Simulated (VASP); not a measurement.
# Yb (Fd-3m) in VASP: further runs

Yb is run at these levels: LDA; tasks: single point.

All numbers are computed with VASP 6.6.1; they aren't measurements. Logs are shortened: lines on timing, memory, paths and dates and some standing lists are left out, and cuts for length are marked.

## Step 1: The cell of the first run

The structure is cubic, space group Fd-3m (No. 227). The conventional cell has a = 8.069 Å, b = 8.069 Å, c = 8.069 Å, α = 90.00°, β = 90.00°, γ = 90.00°. Yb (site symmetry -43m) has 4 Yb at 3.49 Å within 4.6 Å.

This isn't the form of Yb at room conditions, which is fcc.

## Step 2: Single point, LDA (65.66 Å³/atom)

Contents of INCAR:

```
SYSTEM = Yb
PREC = Accurate
ENCUT = 520
EDIFF = 1E-7
ISMEAR = -1
SIGMA = 0.1
LREAL = .FALSE.
LASPH = .TRUE.
NELM = 80
ALGO = Normal
ISIF = 2
LWAVE = .FALSE.
LCHARG = .FALSE.
GGA = CA
NBANDS = 31
```

Contents of KPOINTS:

```
regular mesh
0
G
  8 8 8
  0 0 0
```

Contents of POSCAR:

```
Yb
1.0
    0.0000000000      4.0343699105      4.0343699105
    4.0343699105      0.0000000000      4.0343699105
    4.0343699105      4.0343699105      0.0000000000
Yb
2
Direct
    0.1250000000      0.1250000000      0.1250000000
    0.8750000000      0.8750000000      0.8750000000
```

Potentials or basis: VASP PAW PBE potentials, release 64 (Yb).

Command:

```console
cat potpaw_PBE.64/Yb/POTCAR > POTCAR
mpirun -np 1 vasp_std > vasp.out
```

OUTCAR:

```text
SYSTEM = Yb
   PREC = Accurate
   ENCUT = 520
   EDIFF = 1E-7
   ISMEAR = -1
   LREAL = .FALSE.
   LASPH = .TRUE.
   NELM = 80
   ISIF = 2
   GGA = CA

 ion  position               nearest neighbor table
   1  0.125  0.125  0.125-   2 3.49   2 3.49   2 3.49   2 3.49
   2  0.875  0.875  0.875-   1 3.49   1 3.49   1 3.49   1 3.49

  LATTYP: Found a face centered cubic cell.
 ALAT       =     8.0687398210

  Lattice vectors:

 A1 = (   0.0000000000,   4.0343699105,   4.0343699105)
 A2 = (   4.0343699105,   0.0000000000,   4.0343699105)
 A3 = (   4.0343699105,   4.0343699105,   0.0000000000)

Analysis of symmetry for initial positions (statically):
=====================================================================
 Subroutine PRICEL returns:
 Original cell was already a primitive cell.

 Routine SETGRP: Setting up the symmetry group for a
 face centered cubic supercell.

 Subroutine GETGRP returns: Found 48 space group operations
 (whereof 12 operations were pure point group operations)
 out of a pool of 48 trial point group operations.

The static configuration has the point symmetry D_3d.
 The point group associated with its full space group is O_h .

Analysis of symmetry for dynamics (positions and initial velocities):
=====================================================================
 Subroutine PRICEL returns:
 Original cell was already a primitive cell.

 Routine SETGRP: Setting up the symmetry group for a
 face centered cubic supercell.

 Subroutine GETGRP returns: Found 48 space group operations
 (whereof 12 operations were pure point group operations)
 out of a pool of 48 trial point group operations.

The dynamic configuration has the point symmetry D_3d.
 The point group associated with its full space group is O_h .

 Subroutine INISYM returns: Found 48 space group operations
 (whereof 12 operations are pure point group operations),
 and found     1 'primitive' translations

----------------------------------------------------------------------------------------

                                     Primitive cell

  volume of cell :     131.3279

  direct lattice vectors                    reciprocal lattice vectors
     0.000000000  4.034369910  4.034369910    -0.123935091  0.123935091  0.123935091
     4.034369910  0.000000000  4.034369910     0.123935091 -0.123935091  0.123935091
     4.034369910  4.034369910  0.000000000     0.123935091  0.123935091 -0.123935091

  length of vectors
     5.705460643  5.705460643  5.705460643     0.214661874  0.214661874  0.214661874

  position of ions in fractional coordinates (direct lattice)
     0.125000000  0.125000000  0.125000000
     0.875000000  0.875000000  0.875000000

  ion indices of the primitive-cell ions
   primitive index   ion index
                 1           1
                 2           2

----------------------------------------------------------------------------------------

 KPOINTS: regular mesh

Automatic generation of k-mesh.
 Grid dimensions read from file:
 generate k-points for:    8    8    8

 Generating k-lattice:

  Cartesian coordinates                     Fractional coordinates (reciprocal lattice)
    -0.015491886  0.015491886  0.015491886     0.125000000  0.000000000  0.000000000
     0.015491886 -0.015491886  0.015491886     0.000000000  0.125000000  0.000000000
     0.015491886  0.015491886 -0.015491886     0.000000000  0.000000000  0.125000000

  Length of vectors
     0.026832734  0.026832734  0.026832734

  Shift w.r.t. Gamma in fractional coordinates (k-lattice)
     0.000000000  0.000000000  0.000000000

 Subroutine IBZKPT returns following result:
 ===========================================

 Found     29 irreducible k-points:

 Following reciprocal coordinates:
            Coordinates               Weight
  0.000000  0.000000  0.000000      1.000000
  0.125000  0.000000  0.000000      8.000000
  0.250000  0.000000  0.000000      8.000000
  0.375000  0.000000  0.000000      8.000000
  0.500000  0.000000  0.000000      4.000000
  0.125000  0.125000  0.000000      6.000000
[... 16 lines left out ...]
  0.500000  0.250000  0.125000     48.000000
 -0.375000  0.250000  0.125000     24.000000
 [... further k-points ...]
   k-points           NKPTS =     29   k-points in BZ     NKDIM =     29   number of bands    NBANDS=     31
   number of dos      NEDOS =    301   number of ions     NIONS =      2
   total plane-waves  NPLWV =  74088
   dimension x,y,z NGX =    42 NGY =   42 NGZ =   42
   dimension x,y,z NGXF=    84 NGYF=   84 NGZF=   84
   ions per type =               2
   NGX,Y,Z   is equivalent  to a cutoff of  12.24, 12.24, 12.24 a.u.
   NGXF,Y,Z  is equivalent  to a cutoff of  24.48, 24.48, 24.48 a.u.
 SYSTEM =  Yb
   PREC   = accura    normal or accurate (medium, high low for compatibility)
   ISTART =      0    job   : 0-new  1-cont  2-samecut
   ICHARG =      2    charge: 1-file 2-atom 10-const
   ISPIN  =      1    spin polarized calculation?
   LNONCOLLINEAR =      F non collinear calculations
   LSORBIT =      F    spin-orbit coupling
   LASPH  =      T    aspherical Exc in radial PAW
   ENCUT  =  520.0 eV  38.22 Ry    6.18 a.u.  10.61 10.61 10.61*2*pi/ulx,y,z
   NELM   =     80;   NELMIN=  2; NELMDL= -5     # of ELM steps
   EDIFF  = 0.1E-06   stopping-criterion for ELM
   LREAL  =      F    real-space projection
   EDIFFG = 0.1E-05   stopping-criterion for IOM
   NSW    =      0    number of steps for IOM
   IBRION =     -1    ionic relax: 0-MD 1-quasi-New 2-CG
   NFREE  =      0    steps in history (QN), initial steepest desc. (CG)
   ISIF   =      2    stress and relaxation
   ISYM   =      2    0-nonsym 1-usesym 2-fastsym
   POTIM  = 0.5000    time-step for ionic-motion
   TEBEG  =    0.0;   TEEND  =   0.0 temperature during run
   PSTRESS=    0.0 pullay stress
   NELECT =      48.0000    total number of electrons
   NUPDOWN=      -1.0000    fix difference up-down
   EMIN   =  10.00;   EMAX   =-10.00  energy-range for DOS
   EFERMI =   0.00;   METHOD = LEGACY
   ISMEAR =    -1;   SIGMA  =   0.10  broadening in eV -4-tet -1-fermi 0-gaus
   EFERMI_NEDOS =   21; number of points for ismear=-14 and -15
   IALGO  =     38    algorithm
   IMIX   =      4    mixing-type and parameters
     AMIX     =   0.40;   BMIX     =  1.00
     AMIX_MAG =   1.60;   BMIX_MAG =  1.00
  volume/ion in A,a.u.               =      65.66       443.12
  Fermi-wavevector in a.u.,A,eV,Ry     =   1.170495  2.211915 18.640775  1.370058
  Thomas-Fermi vector in A             =   2.306953
   LORBIT       =      0    0 simple, 1 ext, 2 COOP (PROOUT), +10 PAW based schemes
   GGA     = CA    functional components
   LHFCALC =     F    Hartree Fock is set to
   AEXX    =    0.0000 exact exchange contribution
   IVDW    =     0    specifies the selected vdW correction
   LEPSILON=     F    determine dielectric tensor
   LRPA    =     F    only Hartree local field effects (RPA)
 non-spin polarized calculation
  energy-cutoff  :      520.00
  volume of cell :      131.33
 maximum number of plane-waves:      3582
   NGX = 21   NGY = 21   NGZ = 21

 number of electron      48.0000010 magnetization

 Free energy of the ion-electron system (eV)
  ---------------------------------------------------
  ext. energy  EPLUGINS =         0.00000000
  ---------------------------------------------------
  free energy    TOTEN  =        -5.53457611 eV

  energy without entropy =       -5.36626589  energy(sigma->0) =       -5.45042100

 E-fermi :  -0.4327     XC(G=0):  -7.1776

 val. band max:       -0.4390838590   @ k =  -0.3750   0.5000   0.1250
 cond. band min:      -0.3932256612   @ k =  -0.2500   0.1250   0.0000
 fundamental gap:      0.0458581978
 Fermi energy:        -0.4327431048

 k-point     1 :       0.0000    0.0000    0.0000
  band No.  band energies     occupation
      1     -52.4019      2.00000
      2     -52.3760      2.00000
      3     -25.0664      2.00000
      4     -25.0664      2.00000
      5     -25.0664      2.00000
      6     -24.8973      2.00000
[... 23 lines left out ...]
     30       1.5414      0.00000
     31       1.5414      0.00000

 k-point     2 :       0.1250    0.0000    0.0000
  band No.  band energies     occupation
      1     -52.4012      2.00000
      2     -52.3767      2.00000
      3     -25.0690      2.00000
      4     -25.0690      2.00000
      5     -25.0653      2.00000
      6     -24.8988      2.00000
[... 23 lines left out ...]
     30       1.5508      0.00000
     31       1.5508      0.00000

 k-point     3 :       0.2500    0.0000    0.0000
  band No.  band energies     occupation
      1     -52.3992      2.00000
      2     -52.3787      2.00000
      3     -25.0750      2.00000
      4     -25.0750      2.00000
      5     -25.0626      2.00000
      6     -24.9026      2.00000
[... 23 lines left out ...]
     30       1.6544      0.00000
     31       1.6544      0.00000

 k-point     4 :       0.3750    0.0000    0.0000
  band No.  band energies     occupation
      1     -52.3967      2.00000
      2     -52.3812      2.00000
      3     -25.0806      2.00000
      4     -25.0806      2.00000
      5     -25.0598      2.00000
      6     -24.9064      2.00000
[... 23 lines left out ...]
     30       1.9214      0.00000
     31       1.9214      0.00000

 k-point     5 :       0.5000    0.0000    0.0000
  band No.  band energies     occupation
      1     -52.3955      2.00000
      2     -52.3825      2.00000
      3     -25.0828      2.00000
      4     -25.0828      2.00000
      5     -25.0586      2.00000
      6     -24.9080      2.00000
[... 23 lines left out ...]
     30       2.1032      0.00000
     31       2.1032      0.00000
[... 542 lines left out ...]
     30       1.5563      0.00000
     31       2.2467      0.00000

 k-point    22 :       0.3750    0.2500    0.1250
  band No.  band energies     occupation
      1     -52.3974      2.00000
      2     -52.3805      2.00000
      3     -25.0879      2.00000
      4     -25.0818      2.00000
      5     -25.0440      2.00000
      6     -24.9216      2.00000
[... 23 lines left out ...]
     30       1.5864      0.00000
     31       1.7968      0.00000

 k-point    23 :       0.5000    0.2500    0.1250
  band No.  band energies     occupation
      1     -52.3950      2.00000
      2     -52.3830      2.00000
      3     -25.0950      2.00000
      4     -25.0867      2.00000
      5     -25.0333      2.00000
      6     -24.9328      2.00000
[... 23 lines left out ...]
     30       1.7351      0.00000
     31       2.1817      0.00000

 k-point    24 :      -0.3750    0.2500    0.1250
  band No.  band energies     occupation
      1     -52.3935      2.00000
      2     -52.3844      2.00000
      3     -25.0975      2.00000
      4     -25.0891      2.00000
      5     -25.0283      2.00000
      6     -24.9380      2.00000
[... 23 lines left out ...]
     30       1.9167      0.00000
     31       2.2865      0.00000

 [... further k-points ...]
[... 5 lines left out ...]
  --------------------------------------------------------------------------------------
  -------------------------------------------------------------------------------------
  Total       -0.0773487     -0.0773487     -0.0773487      0.0000000      0.0000000      0.0000000
  in kB       -0.9436403     -0.9436403     -0.9436403      0.0000000      0.0000000      0.0000000
  external PRESSURE =      -0.9436403 kB  Pullay stress =       0.0000000 kB

 VOLUME and BASIS-vectors are now :
 -----------------------------------------------------------------------------
  energy-cutoff  :      520.00
  volume of cell :      131.33
      direct lattice vectors                 reciprocal lattice vectors
     0.000000000  4.034369910  4.034369910    -0.123935091  0.123935091  0.123935091
     4.034369910  0.000000000  4.034369910     0.123935091 -0.123935091  0.123935091
     4.034369910  4.034369910  0.000000000     0.123935091  0.123935091 -0.123935091

 POSITION                                       TOTAL-FORCE (eV/Angst)
 -----------------------------------------------------------------------------------
      1.00859      1.00859      1.00859         0.000000      0.000000      0.000000
      7.06015      7.06015      7.06015        -0.000000     -0.000000     -0.000000
 -----------------------------------------------------------------------------------
    total drift:                                0.000000      0.000000      0.000000

  FREE ENERGIE OF THE ION-ELECTRON SYSTEM (eV)
  ---------------------------------------------------
  free  energy   TOTEN  =        -5.5345761138 eV

  energy  without entropy=       -5.3662658940  energy(sigma->0) =       -5.45042100
```

Run time: 2.8 min. Hardware: 1 thread of AMD EPYC 9R45 (Zen 5), shared host; peak memory 0.24 GiB.

What came out:

```
Free energy            : -5.5346 eV
Pressure               : -0.1 GPa
Band gap on the k mesh : zero (bands 24 and 25 overlap by 1.18 eV)
```

Levels at points of the mesh, in eV from the Fermi level:
```
           k point  band 20  band 21  band 22  band 23  band 24  band 25  band 26  band 27  band 28  band 29
(0.00, 0.00, 0.00)    -0.53    -0.53    -0.53    -0.53     1.00     1.00     1.00     1.04     1.04     1.97
(0.50, 0.00, 0.00)    -0.56    -0.55    -0.55    -0.54    -0.53     0.82     0.85     0.85     1.29     1.29
(0.50, 0.50, 0.00)    -0.55    -0.55    -0.55    -0.55    -0.55     0.06     0.06     1.40     1.40     1.99
```

Caveat: the PAW data sets were made with another functional, which shifts forces and pressure a little; spin-orbit coupling is left out, which moves the levels of the heavy elements. Spin polarisation is off, so any magnetic state and its effect on volume and gap are missing.

## Step 3: Single point, LDA (68.29 Å³/atom)

This run uses another cell than the first one, of 68.29 Å³/atom.

Contents of INCAR:

```
ALGO     = Normal         # electronic algorithm
EDIFF    = 1E-6           # SCF threshold, eV
ENCUT    = 520            # plane-wave cutoff, eV
GGA      = CA             # functional
ISIF     = 2              # what is computed and relaxed
ISMEAR   = -1             # smearing method
LASPH    = T              # aspherical terms in the spheres
LCHARG   = F              # write CHGCAR
LREAL    = F              # projectors in reciprocal space
LWAVE    = F              # write WAVECAR
NBANDS   = 31             # bands
NELM     = 60             # most SCF steps
PREC     = Accurate       # precision mode
SIGMA    = 0.1            # smearing width, eV
```

Contents of KPOINTS:

```
k-points
0
Gamma
  8 8 8
```

Contents of POSCAR:

```
Yb
1.0
    0.0000000000      4.0874598133      4.0874598133
    4.0874598133      0.0000000000      4.0874598133
    4.0874598133      4.0874598133      0.0000000000
Yb
2
Direct
    0.1250000000      0.1250000000      0.1250000000
    0.8750000000      0.8750000000      0.8750000000
```

Potentials or basis: VASP PAW PBE potentials, release 64 (Yb).

Command:

```console
cat potpaw_PBE.64/Yb/POTCAR > POTCAR
mpirun -np 1 vasp_std > vasp.out
```

It took 4.7 min on 1 thread of AMD EPYC 9R45 (Zen 5), shared host; peak memory 0.28 GiB.

It converged, with:

```
Free energy            : -5.5290 eV
Pressure               : 1.0 GPa
Band gap on the k mesh : zero (bands 24 and 25 overlap by 1.14 eV)
```

Levels at points of the mesh, in eV from the Fermi level:
```csv
k point,band 20,band 21,band 22,band 23,band 24,band 25,band 26,band 27,band 28,band 29
"(0.00, 0.00, 0.00)",-0.53,-0.53,-0.53,-0.53,0.98,0.98,0.98,1.05,1.05,1.92
"(0.50, 0.00, 0.00)",-0.56,-0.54,-0.54,-0.54,-0.53,0.80,0.86,0.86,1.26,1.26
"(0.50, 0.50, 0.00)",-0.55,-0.55,-0.55,-0.54,-0.54,0.08,0.08,1.35,1.35,1.93
```

Caveat: the PAW data sets were made with another functional, which shifts forces and pressure a little; spin-orbit coupling is left out, which moves the levels of the heavy elements. Spin polarisation is off, so any magnetic state and its effect on volume and gap are missing.

## Step 4: Single point, LDA (70.92 Å³/atom)

This run uses another cell than the first one, of 70.92 Å³/atom.

Contents of INCAR:

```
SYSTEM = Yb
ALGO = Normal
EDIFF = 1E-7
ENCUT = 520
GGA = CA
ISIF = 2
ISMEAR = -1
LASPH = .True.
LCHARG = .False.
LREAL = .False.
LWAVE = .False.
NBANDS = 31
NELM = 80
PREC = Accurate
SIGMA = 0.1
```

Contents of KPOINTS:

```
k-points
0
Gamma
  8 8 8
  0 0 0
```

Contents of POSCAR:

```
Yb
1.0
    0.0000000000      4.1392053041      4.1392053041
    4.1392053041      0.0000000000      4.1392053041
    4.1392053041      4.1392053041      0.0000000000
Yb
2
Direct
    0.1250000000      0.1250000000      0.1250000000
    0.8750000000      0.8750000000      0.8750000000
```

Command:

```console
cat potpaw_PBE.64/Yb/POTCAR > POTCAR
mpirun -np 1 vasp_std > vasp.out
```

It took 5.4 min on 1 thread of AMD EPYC 9R45 (Zen 5), shared host; peak memory 0.31 GiB.

Results (log left out):

```yaml
Free_energy: -5.5196 eV
Pressure: -0.7 GPa
Band_gap_on_the_k_mesh: zero (bands 24 and 25 overlap by 1.10 eV)
```

Levels at points of the mesh, in eV from the Fermi level:
```csv
k point,band 20,band 21,band 22,band 23,band 24,band 25,band 26,band 27,band 28,band 29
"(0.00, 0.00, 0.00)",-0.54,-0.53,-0.53,-0.53,0.95,0.95,0.95,1.06,1.06,1.87
"(0.50, 0.00, 0.00)",-0.56,-0.55,-0.55,-0.54,-0.53,0.79,0.87,0.87,1.23,1.23
"(0.50, 0.50, 0.00)",-0.55,-0.55,-0.55,-0.55,-0.55,0.11,0.11,1.29,1.29,1.89
```

Caveat: the PAW data sets were made with another functional, which shifts forces and pressure a little; spin-orbit coupling is left out, which moves the levels of the heavy elements.

## Step 5: Overview

```csv
cell,gap on the mesh (eV),pressure (GPa)
"a = 5.705 Å, angles 60.0°, 2 atoms",none,-0.1
"a = 5.781 Å, angles 60.0°, 2 atoms",none,1.0
"a = 5.854 Å, angles 60.0°, 2 atoms",none,-0.7
```

Alike in all rows: task single point; level LDA; potentials or basis VASP PAW PBE potentials, release 64 (Yb); no spin polarisation; k mesh 8 × 8 × 8; cutoff (eV) 520; smearing fermi-dirac 0.1 eV.

Caveats: the PAW data sets were made with another functional, which shifts forces and pressure a little; spin-orbit coupling is left out, which moves the levels of the heavy elements.

Absolute energies hang on the potentials; compare differences alone.

The gap in the log of VASP goes by the Fermi energy; the results here count the filled bands.